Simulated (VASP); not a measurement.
Input of a VASP 6.6.1 run:

Contents of INCAR:

```
PREC = Accurate
ENCUT = 600
EDIFF = 1E-6
ISMEAR = -1
SIGMA = 0.1
LREAL = False
LASPH = True
NELM = 120
ALGO = Normal
ISIF = 2
LWAVE = False
LCHARG = True
GGA = PE
LELF = True
LVHAR = True
NBANDS = 14
GGA_COMPAT = False
```

The input KPOINTS:

```
Automatic mesh
0
Gamma
  14 14 14
```

POSCAR

```
CoSi
1.0
    2.5810744482      0.0000000000      0.0000000000
    0.0000000000      2.5810744482      0.0000000000
    0.0000000000      0.0000000000      2.5810744482
Co Si
1 1
Direct
    0.0000000000      0.0000000000      0.0000000000
    0.5000000000      0.5000000000      0.5000000000
```

Potentials or basis: VASP PAW PBE potentials, release 64 (Co, Si).

The run is started by

```sh
$ cat potpaw_PBE.64/Co/POTCAR potpaw_PBE.64/Si/POTCAR > POTCAR
$ mpirun -np 1 vasp_std > vasp.out
```

(1) Estimate the pressure.

## Answers

(1) 79.6 GPa.
